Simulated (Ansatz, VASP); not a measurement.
One calculation of FeP3, two programs

```xyz
4
Lattice="3.9400 0.0000 0.0000 0.0000 3.9400 0.0000 0.0000 0.0000 3.9400" Properties=species:S:1:pos:R:3 pbc="T T T"
Fe    0.0000    0.0000    0.0000
P     0.0000    1.9700    1.9700
P     1.9700    0.0000    1.9700
P     1.9700    1.9700    0.0000
```

Alike in both runs: task single point; functional PBE; k mesh 4 × 4 × 4; occupations gaussian, width 0.1 eV; collinear spin.

```csv
,VASP,Ansatz
version,VASP 6.6.1,Ansatz 0.2.0
potentials or method,"VASP PAW PBE potentials, release 64 (Fe, P), cutoff 520 eV","scalar-relativistic, plane waves, PAW"
valence electrons in the cell,23,31
```

Ansatz gave:

```
gap on the k mesh at the Fermi level (eV)                     : none
pressure (GPa)                                                : -10.5
net moment per atom (μB)                                      : 0.43
size of the moment on the site where the two differ most (μB) : 0.11
```

Task: Estimate VASP's values.

Result: gap on the k mesh at the Fermi level (eV): none; pressure (GPa): -10.6; net moment per atom (μB): 0.43; size of the moment on the site where the two differ most (μB): 0.07.

Site moments also hang on the region over which each program counts them. A gap of «none» marks a metal or a gap that the smearing closes. VASP's potentials hold 23 valence electrons a cell and Ansatz's 31, so a difference there can come from the potentials and not from the codes.

The k mesh is coarse, so the values compare programs but aren't converged.
